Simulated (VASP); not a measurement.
# Co (Im-3m) in VASP: further runs, part 2 of 2

VASP 6.6.1.

## Step 4: Single point, PBE, collinear spin, ferromagnetic start (10.22 Å³/atom)

This run uses another cell than the first one, of 10.22 Å³/atom.

INCAR

```
SYSTEM = Co
ALGO = Normal
EDIFF = 1E-6
ENCUT = 690
GGA = PE
GGA_COMPAT = .FALSE.
ISIF = 2
ISMEAR = -1
ISPIN = 2
LASPH = .TRUE.
LCHARG = .FALSE.
LMAXMIX = 4
LORBIT = 11
LREAL = .FALSE.
LWAVE = .FALSE.
MAGMOM = 1.826
NBANDS = 18
NELM = 200
PREC = Accurate
SIGMA = 0.05
```

KPOINTS

```
k-points
0
G
  18 18 18
  0 0 0
```

POSCAR

```
Co
1.0
   -1.3673002562      1.3673002562      1.3673002562
    1.3673002562     -1.3673002562      1.3673002562
    1.3673002562      1.3673002562     -1.3673002562
Co
1
Direct
    0.0000000000      0.0000000000      0.0000000000
```

Potentials or basis: VASP PAW PBE potentials, release 64 (Co_sv).

Started as:

```
> cat potpaw_PBE.64/Co_sv/POTCAR > POTCAR
> mpirun -np 1 vasp_std > vasp.out
```

OUTCAR:

```text
SYSTEM = Co
   EDIFF = 1E-6
   ENCUT = 690
   GGA = PE
   ISIF = 2
   ISMEAR = -1
   ISPIN = 2
   LASPH = .TRUE.
   LORBIT = 11
   LREAL = .FALSE.
   NELM = 200
   PREC = Accurate

 ion  position               nearest neighbor table
   1  0.000  0.000  0.000-

  LATTYP: Found a body centered cubic cell.
 ALAT       =     2.7346005124

  Lattice vectors:

 A1 = (  -1.3673002562,   1.3673002562,   1.3673002562)
 A2 = (   1.3673002562,  -1.3673002562,   1.3673002562)
 A3 = (   1.3673002562,   1.3673002562,  -1.3673002562)

Analysis of symmetry for initial positions (statically):
=====================================================================
 Subroutine PRICEL returns:
 Original cell was already a primitive cell.

 Routine SETGRP: Setting up the symmetry group for a
 body centered cubic supercell.

 Subroutine GETGRP returns: Found 48 space group operations
 (whereof 48 operations were pure point group operations)
 out of a pool of 48 trial point group operations.

The static configuration has the point symmetry O_h .

Analysis of symmetry for dynamics (positions and initial velocities):
=====================================================================
 Subroutine PRICEL returns:
 Original cell was already a primitive cell.

 Routine SETGRP: Setting up the symmetry group for a
 body centered cubic supercell.

 Subroutine GETGRP returns: Found 48 space group operations
 (whereof 48 operations were pure point group operations)
 out of a pool of 48 trial point group operations.

The dynamic configuration has the point symmetry O_h .

Analysis of structural, dynamic, and magnetic symmetry:
=====================================================================
 Subroutine PRICEL returns:
 Original cell was already a primitive cell.

 Routine SETGRP: Setting up the symmetry group for a
 body centered cubic supercell.

 Subroutine GETGRP returns: Found 48 space group operations
 (whereof 48 operations were pure point group operations)
 out of a pool of 48 trial point group operations.

The overall configuration has the point symmetry O_h .

 Subroutine INISYM returns: Found 48 space group operations
 (whereof 48 operations are pure point group operations),
 and found     1 'primitive' translations

----------------------------------------------------------------------------------------

                                     Primitive cell

  volume of cell :      10.2247

  direct lattice vectors                    reciprocal lattice vectors
    -1.367300256  1.367300256  1.367300256     0.000000000  0.365684127  0.365684127
     1.367300256 -1.367300256  1.367300256     0.365684127  0.000000000  0.365684127
     1.367300256  1.367300256 -1.367300256     0.365684127  0.365684127  0.000000000

  length of vectors
     2.368233513  2.368233513  2.368233513     0.517155451  0.517155451  0.517155451

  position of ions in fractional coordinates (direct lattice)
     0.000000000  0.000000000  0.000000000

  ion indices of the primitive-cell ions
   primitive index   ion index
                 1           1

----------------------------------------------------------------------------------------
[... 30 lines left out ...]
  0.166667  0.000000  0.000000     12.000000
  0.222222  0.000000  0.000000     12.000000
  0.277778  0.000000  0.000000     12.000000
[... 16 lines left out ...]
  0.333333  0.111111  0.000000     48.000000
  0.388889  0.111111  0.000000     48.000000
 [... further k-points ...]
   k-points           NKPTS =    195   k-points in BZ     NKDIM =    195   number of bands    NBANDS=     18
   number of dos      NEDOS =    301   number of ions     NIONS =      1
   total plane-waves  NPLWV =   8000
   dimension x,y,z NGX =    20 NGY =   20 NGZ =   20
   dimension x,y,z NGXF=    40 NGYF=   40 NGZF=   40
   ions per type =               1
   NGX,Y,Z   is equivalent  to a cutoff of  14.04, 14.04, 14.04 a.u.
   NGXF,Y,Z  is equivalent  to a cutoff of  28.08, 28.08, 28.08 a.u.
 SYSTEM =  Co
   PREC   = accura    normal or accurate (medium, high low for compatibility)
   ISTART =      0    job   : 0-new  1-cont  2-samecut
   ICHARG =      2    charge: 1-file 2-atom 10-const
   ISPIN  =      2    spin polarized calculation?
   LNONCOLLINEAR =      F non collinear calculations
   LSORBIT =      F    spin-orbit coupling
   LASPH  =      T    aspherical Exc in radial PAW
   ENCUT  =  690.0 eV  50.71 Ry    7.12 a.u.   5.07  5.07  5.07*2*pi/ulx,y,z
   NELM   =    200;   NELMIN=  2; NELMDL= -5     # of ELM steps
   EDIFF  = 0.1E-05   stopping-criterion for ELM
   LREAL  =      F    real-space projection
   EDIFFG = 0.1E-04   stopping-criterion for IOM
   NSW    =      0    number of steps for IOM
   IBRION =     -1    ionic relax: 0-MD 1-quasi-New 2-CG
   NFREE  =      0    steps in history (QN), initial steepest desc. (CG)
   ISIF   =      2    stress and relaxation
   ISYM   =      2    0-nonsym 1-usesym 2-fastsym
   POTIM  = 0.5000    time-step for ionic-motion
   TEBEG  =    0.0;   TEEND  =   0.0 temperature during run
   PSTRESS=    0.0 pullay stress
   NELECT =      17.0000    total number of electrons
   NUPDOWN=      -1.0000    fix difference up-down
   EMIN   =  10.00;   EMAX   =-10.00  energy-range for DOS
   EFERMI =   0.00;   METHOD = LEGACY
   ISMEAR =    -1;   SIGMA  =   0.05  broadening in eV -4-tet -1-fermi 0-gaus
   EFERMI_NEDOS =   21; number of points for ismear=-14 and -15
   IALGO  =     38    algorithm
   IMIX   =      4    mixing-type and parameters
     AMIX     =   0.40;   BMIX     =  1.00
     AMIX_MAG =   1.60;   BMIX_MAG =  1.00
  volume/ion in A,a.u.               =      10.22        69.00
  Fermi-wavevector in a.u.,A,eV,Ry     =   1.939429  3.664990 51.176754  3.761385
  Thomas-Fermi vector in A             =   2.969551
   LORBIT       =     11    0 simple, 1 ext, 2 COOP (PROOUT), +10 PAW based schemes
   GGA     = PE    functional components
   LHFCALC =     F    Hartree Fock is set to
   AEXX    =    0.0000 exact exchange contribution
   IVDW    =     0    specifies the selected vdW correction
   LEPSILON=     F    determine dielectric tensor
   LRPA    =     F    only Hartree local field effects (RPA)
 spin polarized calculation
  energy-cutoff  :      690.00
  volume of cell :       10.22
 maximum number of plane-waves:       434
   NGX = 11   NGY = 11   NGZ = 11

 number of electron      16.9999967 magnetization       1.6884879

 Free energy of the ion-electron system (eV)
  ---------------------------------------------------
  ext. energy  EPLUGINS =         0.00000000
  ---------------------------------------------------
  free energy    TOTEN  =        -6.99382788 eV

  energy without entropy =       -6.98310215  energy(sigma->0) =       -6.98846501

 E-fermi :  13.3555     XC(G=0): -14.2863

 val. band max:       13.3530612969   @ k =  -0.3889   0.4444   0.0556
 cond. band min:      13.3628194253   @ k =   0.2222   0.0000   0.0000
 fundamental gap:      0.0097581284
 Fermi energy:        13.3555217237

 spin component 1

 k-point     1 :       0.0000    0.0000    0.0000
  band No.  band energies     occupation
      1     -83.2027      1.00000
      2     -46.2178      1.00000
      3     -46.2178      1.00000
      4     -46.2178      1.00000
      5       3.6138      1.00000
      6      10.1846      1.00000
[... 493 lines left out ...]
     17      53.5686      0.00000
     18      56.9927      0.00000

 [... further k-points ...]

 spin component 2

 k-point     1 :       0.0000    0.0000    0.0000
  band No.  band energies     occupation
      1     -81.0746      1.00000
      2     -44.1293      1.00000
      3     -44.1293      1.00000
      4     -44.1293      1.00000
      5       3.6711      1.00000
      6      11.6865      1.00000
[... 493 lines left out ...]
     17      53.9196      0.00000
     18      57.2502      0.00000

 [... further k-points ...]
[... 5 lines left out ...]
  --------------------------------------------------------------------------------------
  -------------------------------------------------------------------------------------
  Total        1.1896984      1.1896984      1.1896984      0.0000000      0.0000000      0.0000000
  in kB      186.4214039    186.4214039    186.4214039      0.0000000      0.0000000      0.0000000
  external PRESSURE =     186.4214039 kB  Pullay stress =       0.0000000 kB

 VOLUME and BASIS-vectors are now :
 -----------------------------------------------------------------------------
  energy-cutoff  :      690.00
  volume of cell :       10.22
      direct lattice vectors                 reciprocal lattice vectors
    -1.367300256  1.367300256  1.367300256     0.000000000  0.365684127  0.365684127
     1.367300256 -1.367300256  1.367300256     0.365684127  0.000000000  0.365684127
     1.367300256  1.367300256 -1.367300256     0.365684127  0.365684127  0.000000000

 POSITION                                       TOTAL-FORCE (eV/Angst)
 -----------------------------------------------------------------------------------
      0.00000      0.00000      0.00000         0.000000      0.000000     -0.000000
 -----------------------------------------------------------------------------------
    total drift:                                0.000000     -0.000000      0.000000

  FREE ENERGIE OF THE ION-ELECTRON SYSTEM (eV)
  ---------------------------------------------------
  free  energy   TOTEN  =        -6.9938278808 eV

  energy  without entropy=       -6.9831021460  energy(sigma->0) =       -6.98846501

 total charge

# of ion       s       p       d       tot
------------------------------------------
    1        2.259   6.140   6.700  15.099

 magnetization (x)

# of ion       s       p       d       tot
------------------------------------------
    1        0.001  -0.011   1.747   1.737
```

Wall time 1.7 min (1 thread of Intel Xeon Platinum 8259CL at 2.50GHz (Skylake/Cascade Lake), shared host); peak memory 0.19 GiB.

What came out:

| Property | Result |
| --- | --- |
| Free energy | -6.9938 eV |
| Pressure | 18.6 GPa |
| Net moment | 1.69 μB per cell |
| Site moments | Co +1.74 μB |
| Valence electrons inside the program's atomic spheres | Co 15.10 |

Caveat: the cell stands under pressure.

## Step 5: Summary

```csv
spin,cell,k mesh,smearing,gap on the mesh (eV),pressure (GPa),moment (μB)
off,"a = 2.363 Å, angles 109.5°, 1 atom",26 × 26 × 26,fermi-dirac 0.1 eV,none,9.1,-
"collinear, ferromagnetic start","a = 2.402 Å, angles 109.5°, 1 atom",18 × 18 × 18,fermi-dirac 0.05 eV,none,7.1,1.71
"collinear, ferromagnetic start","a = 2.368 Å, angles 109.5°, 1 atom",18 × 18 × 18,fermi-dirac 0.05 eV,none,18.6,1.69
```

Alike in all rows: task single point; level PBE; potentials or basis VASP PAW PBE potentials, release 64 (Co_sv); cutoff (eV) 690.

Caveats: the cell stands under pressure.

Absolute energies hang on the potentials; compare differences alone.
